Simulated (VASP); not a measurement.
SiC: single point with PBE

Crystal: SiC.

```
CELL_PARAMETERS angstrom
0.00000 2.20767 2.20767
2.20767 0.00000 2.20767
2.20767 2.20767 0.00000
ATOMIC_POSITIONS crystal
Si 0.00000 0.00000 0.00000
C 0.25000 0.25000 0.25000
```

| Quantity | Value |
| --- | --- |
| Program | VASP 6.6.1 |
| Task | single point |
| Functional | PBE |
| Potentials or basis | VASP PAW PBE potentials, release 64 (Si, C) |
| Cutoff | 600 eV |
| k mesh | 6 × 6 × 6 |
| Occupations | gaussian, width 0.01 eV |
| Spin | no spin polarisation |

- Pressure: -5.1 GPa
- Band gap on the k mesh: 1.39 eV, indirect (least direct gap 4.50 eV)

Levels at points of the mesh, in eV from the valence-band top:
```
           k point  band 2  band 3  band 4  band 5  band 6  band 7
(0.00, 0.00, 0.00)    0.00    0.00    0.00    5.77    7.03    7.03
(0.50, 0.00, 0.00)   -8.33   -1.04   -1.04    5.08    7.06    7.06
(0.50, 0.50, 0.00)   -7.68   -3.11   -3.11    1.39    4.18   13.58
```

Wall time 7 s on 1 thread of Intel Xeon 8259CL, on a shared host, peak memory 0.15 GiB.

A k mesh can miss the band edges. PBE gaps usually lie below the measured ones, often by a third to a half.
